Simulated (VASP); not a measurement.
Wanted: the native input for a VASP 6.6.1 run.

```yaml
Task: single point
Functional: PBE
Potentials_or_basis: VASP PAW PBE potentials, release 64 (Gd, O)
Cutoff: 520 eV
k_mesh: 10 × 10 × 10
Occupations: gaussian, width 0.05 eV
Spin: collinear spin
Starting_moments: "[7.94, -0.04] μB"
Hubbard_terms: Gd f U = 6.0 eV
Dipole_correction: no
Further_INCAR_settings: ALGO = Normal; EDIFF = 1e-06; NBANDS = 23
```

The structure of GdO lies in POSCAR:

```
GdO
1.0
    3.0724264660      0.0000000000      0.0000000000
    0.0000000000      3.0724264660      0.0000000000
    0.0000000000      0.0000000000      3.0724264660
Gd O
1 1
Direct
    0.0000000000      0.0000000000      0.0000000000
    0.5000000000      0.5000000000      0.5000000000
```

These files were run (other wordings do the same):

INCAR

```
PREC = Accurate
ENCUT = 520
EDIFF = 1E-6
ISMEAR = 0
SIGMA = 0.05
LREAL = False
LASPH = True
NELM = 150
ALGO = Normal
ISIF = 2
LWAVE = False
LCHARG = False
ISPIN = 2
MAGMOM = 7.94 -0.04
LORBIT = 11
LMAXMIX = 6
LDAU = True
LDAUTYPE = 2
LDAUL = 3 -1
LDAUU = 6 0
LDAUJ = 0 0
LDAUPRINT = 1
GGA = PE
NBANDS = 23
```

KPOINTS

```
regular mesh
0
Gamma
  10 10 10
```

Potentials or basis: VASP PAW PBE potentials, release 64 (Gd, O).

Launch:

```sh
$ cat potpaw_PBE.64/Gd/POTCAR potpaw_PBE.64/O/POTCAR > POTCAR
$ mpirun -np 1 vasp_std > vasp.out
```

It gave:

```yaml
Pressure: -4.8 GPa
Net_moment: 7.56 μB per cell
Site_moments: Gd +7.14; O -0.05 μB
Valence_electrons_inside_the_program's_atomic_spheres: Gd 15.32; O 4.93
```

Caveat: the cell stands under tension; a cell with one magnetic atom can't hold antiferromagnetic order, which such compounds often take.

Wall time 57 s on 1 thread of Intel(R) Xeon(R) Platinum 8375C CPU @ 2.90GHz (Ice Lake) (shared host), peak memory 0.2 GiB.
